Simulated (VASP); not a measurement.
# InAs (F-43m) in VASP: single point with PBEsol

Aim: the single point of InAs with PBEsol.

Program: VASP 6.6.1. These are calculated values, not measurements. Logs are shortened: lines on timing, memory, paths and dates and some standing lists are left out, and cuts for length are marked.

## Step 1: The cell of the first run

Symmetry: F-43m, No. 216, cubic system. The conventional cell has a = 6.087 Å, b = 6.087 Å, c = 6.087 Å, α = 90.00°, β = 90.00°, γ = 90.00°. In (site symmetry -43m) has 4 As at 2.64 Å within 3.5 Å. Within 3.5 Å of As (site symmetry -43m) lie 4 In at 2.64 Å.

## Step 2: Single point, PBEsol

Input file INCAR:

```
SYSTEM = InAs
  ALGO = Normal
  EDIFF = 1E-6
  ENCUT = 500
  GGA = PS
  GGA_COMPAT = .False.
  ISIF = 2
  ISMEAR = 0
  LASPH = .True.
  LCHARG = .False.
  LREAL = .False.
  LWAVE = .False.
  NBANDS = 16
  NELM = 120
  PREC = Accurate
  SIGMA = 0.1
```

Input file KPOINTS:

```
k-points
0
Gamma
  12 12 12
  0 0 0
```

Input file POSCAR:

```
InAs
1.0
    0.0000000000      3.0436208889      3.0436208889
    3.0436208889      0.0000000000      3.0436208889
    3.0436208889      3.0436208889      0.0000000000
In As
1 1
Direct
    0.0000000000      0.0000000000      0.0000000000
    0.2500000000      0.2500000000      0.2500000000
```

Potentials or basis: VASP PAW PBE potentials, release 64 (In_d, As).

Started as:

```sh
> cat potpaw_PBE.64/In_d/POTCAR potpaw_PBE.64/As/POTCAR > POTCAR
> mpirun -np 1 vasp_std > vasp.out
```

OUTCAR:

```text
SYSTEM = InAs
   EDIFF = 1E-6
   ENCUT = 500
   GGA = PS
   ISIF = 2
   ISMEAR = 0
   LASPH = .True.
   LREAL = .False.
   NELM = 120
   PREC = Accurate

 ion  position               nearest neighbor table
   1  0.000  0.000  0.000-   2 2.64   2 2.64   2 2.64   2 2.64
   2  0.250  0.250  0.250-   1 2.64   1 2.64   1 2.64   1 2.64

  LATTYP: Found a face centered cubic cell.
 ALAT       =     6.0872417778

  Lattice vectors:

 A1 = (   0.0000000000,   3.0436208889,   3.0436208889)
 A2 = (   3.0436208889,   0.0000000000,   3.0436208889)
 A3 = (   3.0436208889,   3.0436208889,   0.0000000000)

Analysis of symmetry for initial positions (statically):
=====================================================================
 Subroutine PRICEL returns:
 Original cell was already a primitive cell.

 Routine SETGRP: Setting up the symmetry group for a
 face centered cubic supercell.

 Subroutine GETGRP returns: Found 24 space group operations
 (whereof 24 operations were pure point group operations)
 out of a pool of 48 trial point group operations.

The static configuration has the point symmetry T_d .

Analysis of symmetry for dynamics (positions and initial velocities):
=====================================================================
 Subroutine PRICEL returns:
 Original cell was already a primitive cell.

 Routine SETGRP: Setting up the symmetry group for a
 face centered cubic supercell.

 Subroutine GETGRP returns: Found 24 space group operations
 (whereof 24 operations were pure point group operations)
 out of a pool of 48 trial point group operations.

The dynamic configuration has the point symmetry T_d .

 Subroutine INISYM returns: Found 24 space group operations
 (whereof 24 operations are pure point group operations),
 and found     1 'primitive' translations

----------------------------------------------------------------------------------------

                                     Primitive cell

  volume of cell :      56.3899

  direct lattice vectors                    reciprocal lattice vectors
     0.000000000  3.043620889  3.043620889    -0.164278016  0.164278016  0.164278016
     3.043620889  0.000000000  3.043620889     0.164278016 -0.164278016  0.164278016
     3.043620889  3.043620889  0.000000000     0.164278016  0.164278016 -0.164278016

  length of vectors
     4.304329940  4.304329940  4.304329940     0.284537870  0.284537870  0.284537870

  position of ions in fractional coordinates (direct lattice)
     0.000000000  0.000000000  0.000000000
     0.250000000  0.250000000  0.250000000

  ion indices of the primitive-cell ions
   primitive index   ion index
                 1           1
                 2           2

----------------------------------------------------------------------------------------

 KPOINTS: k-points

Automatic generation of k-mesh.
 Grid dimensions read from file:
 generate k-points for:   12   12   12

 Generating k-lattice:

  Cartesian coordinates                     Fractional coordinates (reciprocal lattice)
    -0.013689835  0.013689835  0.013689835     0.083333333  0.000000000  0.000000000
     0.013689835 -0.013689835  0.013689835     0.000000000  0.083333333  0.000000000
     0.013689835  0.013689835 -0.013689835     0.000000000  0.000000000  0.083333333

  Length of vectors
     0.023711489  0.023711489  0.023711489

  Shift w.r.t. Gamma in fractional coordinates (k-lattice)
     0.000000000  0.000000000  0.000000000

 Subroutine IBZKPT returns following result:
 ===========================================

 Found     72 irreducible k-points:

 Following reciprocal coordinates:
            Coordinates               Weight
  0.000000  0.000000  0.000000      1.000000
  0.083333  0.000000  0.000000      8.000000
  0.166667  0.000000  0.000000      8.000000
  0.250000  0.000000  0.000000      8.000000
  0.333333  0.000000  0.000000      8.000000
  0.416667  0.000000  0.000000      8.000000
[... 16 lines left out ...]
  0.500000  0.166667  0.000000     24.000000
 -0.416667  0.166667  0.000000     24.000000
 [... further k-points ...]
   k-points           NKPTS =     72   k-points in BZ     NKDIM =     72   number of bands    NBANDS=     16
   number of dos      NEDOS =    301   number of ions     NIONS =      2
   total plane-waves  NPLWV =  32768
   dimension x,y,z NGX =    32 NGY =   32 NGZ =   32
   dimension x,y,z NGXF=    64 NGYF=   64 NGZF=   64
   ions per type =               1   1
   NGX,Y,Z   is equivalent  to a cutoff of  12.36, 12.36, 12.36 a.u.
   NGXF,Y,Z  is equivalent  to a cutoff of  24.72, 24.72, 24.72 a.u.
 SYSTEM =  InAs
   PREC   = accura    normal or accurate (medium, high low for compatibility)
   ISTART =      0    job   : 0-new  1-cont  2-samecut
   ICHARG =      2    charge: 1-file 2-atom 10-const
   ISPIN  =      1    spin polarized calculation?
   LNONCOLLINEAR =      F non collinear calculations
   LSORBIT =      F    spin-orbit coupling
   LASPH  =      T    aspherical Exc in radial PAW
   ENCUT  =  500.0 eV  36.75 Ry    6.06 a.u.   7.85  7.85  7.85*2*pi/ulx,y,z
   NELM   =    120;   NELMIN=  2; NELMDL= -5     # of ELM steps
   EDIFF  = 0.1E-05   stopping-criterion for ELM
   LREAL  =      F    real-space projection
   EDIFFG = 0.1E-04   stopping-criterion for IOM
   NSW    =      0    number of steps for IOM
   IBRION =     -1    ionic relax: 0-MD 1-quasi-New 2-CG
   NFREE  =      0    steps in history (QN), initial steepest desc. (CG)
   ISIF   =      2    stress and relaxation
   ISYM   =      2    0-nonsym 1-usesym 2-fastsym
   POTIM  = 0.5000    time-step for ionic-motion
   TEBEG  =    0.0;   TEEND  =   0.0 temperature during run
   PSTRESS=    0.0 pullay stress
   NELECT =      18.0000    total number of electrons
   NUPDOWN=      -1.0000    fix difference up-down
   EMIN   =  10.00;   EMAX   =-10.00  energy-range for DOS
   EFERMI =   0.00;   METHOD = LEGACY
   ISMEAR =     0;   SIGMA  =   0.10  broadening in eV -4-tet -1-fermi 0-gaus
   EFERMI_NEDOS =   21; number of points for ismear=-14 and -15
   IALGO  =     38    algorithm
   IMIX   =      4    mixing-type and parameters
     AMIX     =   0.40;   BMIX     =  1.00
     AMIX_MAG =   1.60;   BMIX_MAG =  1.00
  volume/ion in A,a.u.               =      28.19       190.27
  Fermi-wavevector in a.u.,A,eV,Ry     =   1.118833  2.114287 17.031588  1.251786
  Thomas-Fermi vector in A             =   2.255467
   LORBIT       =      0    0 simple, 1 ext, 2 COOP (PROOUT), +10 PAW based schemes
   GGA     = PS    functional components
   LHFCALC =     F    Hartree Fock is set to
   AEXX    =    0.0000 exact exchange contribution
   IVDW    =     0    specifies the selected vdW correction
   LEPSILON=     F    determine dielectric tensor
   LRPA    =     F    only Hartree local field effects (RPA)
 non-spin polarized calculation
 Gauss-broadening in eV      SIGMA  =   0.10
  energy-cutoff  :      500.00
  volume of cell :       56.39
 maximum number of plane-waves:      1459
   NGX = 15   NGY = 15   NGZ = 15

 number of electron      17.9999992 magnetization

 Free energy of the ion-electron system (eV)
  ---------------------------------------------------
  ext. energy  EPLUGINS =         0.00000000
  ---------------------------------------------------
  free energy    TOTEN  =        -8.49065137 eV

  energy without entropy =       -8.49049843  energy(sigma->0) =       -8.49057490

 E-fermi :   4.2336     XC(G=0):  -9.1980

 val. band max:        4.1731849403   @ k =   0.0000   0.0000   0.0000
 cond. band min:       4.8879347399   @ k =   0.0833   0.0000   0.0000
 fundamental gap:      0.7147497996
 Fermi energy:         4.2336237338

 k-point     1 :       0.0000    0.0000    0.0000
  band No.  band energies     occupation
      1     -10.1185      2.00000
      2     -10.1185      2.00000
      3     -10.1185      2.00000
      4      -9.9986      2.00000
      5      -9.9986      2.00000
      6      -7.5897      2.00000
[... 8 lines left out ...]
     15      13.7876      0.00000
     16      13.7876      0.00000

 k-point     2 :       0.0833    0.0000    0.0000
  band No.  band energies     occupation
      1     -10.1273      2.00000
      2     -10.1159      2.00000
      3     -10.1159      2.00000
      4      -9.9987      2.00000
      5      -9.9987      2.00000
      6      -7.5190      2.00000
[... 8 lines left out ...]
     15      13.1918      0.00000
     16      13.1918      0.00000

 k-point     3 :       0.1667    0.0000    0.0000
  band No.  band energies     occupation
      1     -10.1507      2.00000
      2     -10.1092      2.00000
      3     -10.1092      2.00000
      4      -9.9986      2.00000
      5      -9.9986      2.00000
      6      -7.3149      2.00000
[... 8 lines left out ...]
     15      12.6859      0.00000
     16      12.6859      0.00000

 k-point     4 :       0.2500    0.0000    0.0000
  band No.  band energies     occupation
      1     -10.1809      2.00000
      2     -10.1009      2.00000
      3     -10.1009      2.00000
      4      -9.9974      2.00000
      5      -9.9974      2.00000
      6      -7.0026      2.00000
[... 8 lines left out ...]
     15      12.6461      0.00000
     16      12.6461      0.00000
[... 324 lines left out ...]
 k-point    22 :       0.4167    0.1667    0.0000
  band No.  band energies     occupation
      1     -10.2351      2.00000
      2     -10.0831      2.00000
      3     -10.0773      2.00000
      4     -10.0073      2.00000
      5      -9.9876      2.00000
      6      -6.3233      2.00000
[... 8 lines left out ...]
     15      14.1131      0.00000
     16      14.8422      0.00000

 k-point    23 :       0.5000    0.1667    0.0000
  band No.  band energies     occupation
      1     -10.2453      2.00000
      2     -10.0821      2.00000
      3     -10.0755      2.00000
      4     -10.0026      2.00000
      5      -9.9888      2.00000
      6      -6.0614      2.00000
[... 8 lines left out ...]
     15      14.3984      0.00000
     16      14.9104      0.00000

 k-point    24 :      -0.4167    0.1667    0.0000
  band No.  band energies     occupation
      1     -10.2451      2.00000
      2     -10.0825      2.00000
      3     -10.0770      2.00000
      4      -9.9980      2.00000
      5      -9.9927      2.00000
      6      -6.0205      2.00000
[... 8 lines left out ...]
     15      13.7524      0.00000
     16      14.1291      0.00000

 [... further k-points ...]
[... 5 lines left out ...]
  --------------------------------------------------------------------------------------
  -------------------------------------------------------------------------------------
  Total        0.0285992      0.0285992      0.0285992     -0.0000000      0.0000000     -0.0000000
  in kB        0.8125724      0.8125724      0.8125724     -0.0000000      0.0000000     -0.0000000
  external PRESSURE =       0.8125724 kB  Pullay stress =       0.0000000 kB

 VOLUME and BASIS-vectors are now :
 -----------------------------------------------------------------------------
  energy-cutoff  :      500.00
  volume of cell :       56.39
      direct lattice vectors                 reciprocal lattice vectors
     0.000000000  3.043620889  3.043620889    -0.164278016  0.164278016  0.164278016
     3.043620889  0.000000000  3.043620889     0.164278016 -0.164278016  0.164278016
     3.043620889  3.043620889  0.000000000     0.164278016  0.164278016 -0.164278016

 POSITION                                       TOTAL-FORCE (eV/Angst)
 -----------------------------------------------------------------------------------
      0.00000      0.00000      0.00000         0.000000      0.000000      0.000000
      1.52181      1.52181      1.52181        -0.000000     -0.000000     -0.000000
 -----------------------------------------------------------------------------------
    total drift:                               -0.000000     -0.000000     -0.000000

  FREE ENERGIE OF THE ION-ELECTRON SYSTEM (eV)
  ---------------------------------------------------
  free  energy   TOTEN  =        -8.4906513673 eV

  energy  without entropy=       -8.4904984278  energy(sigma->0) =       -8.49057490
```

Run time: 43 s. Hardware: 1 thread of Intel Xeon Platinum 8488C (Sapphire Rapids), shared host; peak memory 0.21 GiB.

What came out:

* Free energy: -8.4907 eV
* Pressure: 0.1 GPa
* Band gap on the k mesh: zero (filled and empty bands touch)

Caveat: semilocal functionals underestimate gaps, so a narrow gap can read as zero; the PAW data sets were made with another functional, which shifts forces and pressure a little; spin-orbit coupling is left out, which moves the levels of the heavy elements.
